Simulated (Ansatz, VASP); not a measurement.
Given: the input of a run of VASP 6.6.1 on SiO2.

The input INCAR:

```
SYSTEM = SiO2
ALGO = Normal ; EDIFF = 1E-7
EDIFFG = -0.01 ; ENCUT = 600
GGA = PS ; IBRION = 2
ISIF = 3 ; ISMEAR = -1
LASPH = .True. ; LCHARG = .False.
LREAL = .False. ; LWAVE = .False.
NELM = 60 ; NSW = 60
PREC = Accurate ; SIGMA = 0.05
```

KPOINTS

```
k-points
0
Gamma
  6 6 4
  0 0 0
```

File POSCAR:

```
SiO2
1.0
    4.9755888200      0.0000000000      0.0000000000
    0.0000000000      4.9755888200      0.0000000000
    0.0000000000      0.0000000000      6.9008894400
Si O
4 8
Direct
    0.8032465600      0.8032465600      0.5000000000
    0.6967534400      0.3032465600      0.2500000000
    0.3032465600      0.6967534400      0.7500000000
    0.1967534400      0.1967534400      0.0000000000
    0.7617576300      0.1103870700      0.4320415600
    0.8896129300      0.2382423700      0.0679584400
    0.1103870700      0.7617576300      0.5679584400
    0.2617576300      0.3896129300      0.8179584400
    0.2382423700      0.8896129300      0.9320415600
    0.7382423700      0.6103870700      0.3179584400
    0.3896129300      0.2617576300      0.1820415600
    0.6103870700      0.7382423700      0.6820415600
```

Potentials or basis: VASP PAW PBE potentials, release 64 (Si, O).

Run with:

```bash
$ cat potpaw_PBE.64/Si/POTCAR potpaw_PBE.64/O/POTCAR > POTCAR
$ mpirun -np 1 vasp_std > vasp.out
```

Task: Translate it to Ansatz 0.2.0. Potentials there: Ansatz PAW.

Result: As run (the cutoff follows the program's own potentials):

Contents of input.yaml:

```yaml
crystal:
  lattice:
    - [4.97558882, 0.0, 0.0]
    - [0.0, 4.97558882, 0.0]
    - [0.0, 0.0, 6.90088944]
  atoms:
    - { symbol: Si, position: [0.80324656, 0.80324656, 0.5] }
    - { symbol: Si, position: [0.69675344, 0.30324656, 0.25] }
    - { symbol: Si, position: [0.30324656, 0.69675344, 0.75] }
    - { symbol: Si, position: [0.19675344, 0.19675344, 0.0] }
    - { symbol: O, position: [0.76175763, 0.11038707, 0.43204156] }
    - { symbol: O, position: [0.88961293, 0.23824237, 0.06795844] }
    - { symbol: O, position: [0.11038707, 0.76175763, 0.56795844] }
    - { symbol: O, position: [0.26175763, 0.38961293, 0.81795844] }
    - { symbol: O, position: [0.23824237, 0.88961293, 0.93204156] }
    - { symbol: O, position: [0.73824237, 0.61038707, 0.31795844] }
    - { symbol: O, position: [0.38961293, 0.26175763, 0.18204156] }
    - { symbol: O, position: [0.61038707, 0.73824237, 0.68204156] }
hamiltonian:
  xc: pbesol
  pseudopotentials: { kind: paw }
kpoints:
  mp_grid: { grid: [6, 6, 4] }
scf:
  occupations: { method: fermi_dirac, width: 0.05 }
output:
  forces: true
  stress: true
  eigenvalues: true
relax:
  f_tol: 0.01
  max_steps: 40
  cell: { stress_tol: 0.05 }
```

Potentials or basis: Ansatz PAW.

The run is started by

```console
$ ansatz run input.yaml --threads 4 --pin off --max-ram 11264MiB --backend cpu --events-out ev --progress --plain --runs-dir out
```

Both were run:

|  | VASP | Ansatz | Ansatz less VASP |
| --- | --- | --- | --- |
| gap on the k mesh at the Fermi level, each at its own relaxed structure (eV) | 5.57 | 5.57 | +0.005 |
| relaxed volume (Å³/atom) | 14.72 | 14.79 | +0.067 |
| relaxed length of the cell vector where the two differ most in proportion (Å) | 5.023 | 5.031 | +0.0080 |

VASP's potentials were made for PBE, not for PBEsol.

Noted on Ansatz's run: the plane-wave basis is chosen anew once the cell has moved, so the energies of steps on either side of that aren't comparable.
